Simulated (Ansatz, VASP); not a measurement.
# Two plane-wave programs on Ga3I

```xyz
4
Lattice="4.5318 0.0000 0.0000 0.0000 4.5318 0.0000 0.0000 0.0000 4.5318" Properties=species:S:1:pos:R:3 pbc="T T T"
Ga    0.0000    2.2659    2.2659
Ga    2.2659    0.0000    2.2659
Ga    2.2659    2.2659    0.0000
I     0.0000    0.0000    0.0000
```

Alike in both runs: task single point; functional PBE; k mesh 4 × 4 × 4; occupations gaussian, width 0.1 eV; no spin polarisation.

|  | VASP | Ansatz |
| --- | --- | --- |
| version | VASP 6.6.1 | Ansatz 0.2.0 |
| potentials or method | VASP PAW PBE potentials, release 64 (Ga_d, I), cutoff 520 eV | scalar-relativistic, plane waves, PAW |
| valence electrons in the cell | 46 | 56 |

|  | VASP | Ansatz | Ansatz less VASP |
| --- | --- | --- | --- |
| gap on the k mesh at the Fermi level (eV) | none | none | - |
| pressure (GPa) | 4.6 | 4.5 | -0.04 |

A gap of «none» marks a metal or a gap that the smearing closes. VASP's potentials hold 46 valence electrons a cell and Ansatz's 56, so a difference there can come from the potentials and not from the codes.

Neither program's run includes spin-orbit coupling.
